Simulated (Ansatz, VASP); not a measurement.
Two plane-wave programs on Li2Pd

The input INCAR:

```
SYSTEM = Li2Pd
PREC = Accurate
ENCUT = 600
EDIFF = 1E-6
ISMEAR = 0
SIGMA = 0.1
LREAL = .FALSE.
LASPH = .TRUE.
NELM = 100
ALGO = Normal
ISIF = 3
LWAVE = .FALSE.
LCHARG = .FALSE.
IBRION = 2
NSW = 70
EDIFFG = -0.005
```

File KPOINTS:

```
regular mesh
0
G
  12 12 16
  0 0 0
```

POSCAR

```
Li2Pd
1.0
    4.2509043057      0.0000000000      0.0000000000
   -2.1254521528      3.6813911178      0.0000000000
    0.0000000000      0.0000000000      2.7068078153
Li Pd
2 1
Direct
    0.3333333333      0.6666666667      0.5000000000
    0.6666666667      0.3333333333      0.5000000000
    0.0000000000      0.0000000000      0.0000000000
```

Input for Ansatz:

```yaml
crystal:
  lattice:
    - [4.2509043057, 0.0, 0.0]
    - [-2.1254521528, 3.6813911178, 0.0]
    - [0.0, 0.0, 2.7068078153]
  atoms:
    - { symbol: Li, position: [0.3333333333, 0.6666666667, 0.5] }
    - { symbol: Li, position: [0.6666666667, 0.3333333333, 0.5] }
    - { symbol: Pd, position: [0.0, 0.0, 0.0] }
basis:
  ecutwfc: 420
kpoints:
  mp_grid: { grid: [12, 12, 16] }
hamiltonian:
  xc: lda
scf:
  occupations: { method: gaussian, width: 0.1 }
output:
  forces: true
  stress: true
  eigenvalues: true
  write_density: true
  write_potential: true
  elf: true
  volumetric_format: npy
relax:
  adjacent_minimum: "off"
  f_tol: 0.005
  max_steps: 50
  cell: { stress_tol: 0.05 }
```

Alike in both runs: task relaxation of cell and atoms; functional LDA; k mesh 12 × 12 × 16; occupations gaussian, width 0.1 eV; no spin polarisation.

```csv
,VASP,Ansatz
version,VASP 6.6.1,Ansatz 0.2.0
potentials or method,"VASP PAW LDA potentials, release 64 (Li_sv, Pd), cutoff 600 eV","scalar-relativistic, plane waves, PAW"
valence electrons in the cell,16,24
```

Ansatz gave:

```
gap on the k mesh at the Fermi level, each at its own relaxed structure (eV) : none
relaxed volume (Å³/atom)                                                     : 12.88
relaxed length of the cell vector where the two differ most in proportion (Å)              : 4.121
```

Task: Which values does VASP return?

Result: gap on the k mesh at the Fermi level, each at its own relaxed structure (eV): none; relaxed volume (Å³/atom): 12.84; relaxed length of the cell vector where the two differ most in proportion (Å): 4.116.

LDA's correlation is that of Perdew and Zunger in VASP and of Perdew and Wang (1992) in Ansatz. A gap of «none» marks a metal or a gap that the smearing closes. VASP's potentials hold 16 valence electrons a cell and Ansatz's 24, so a difference there can come from the potentials and not from the codes.

Noted on VASP's run: the cutoff is under 1.25 times that of the potentials, so the pressure is a little rough.
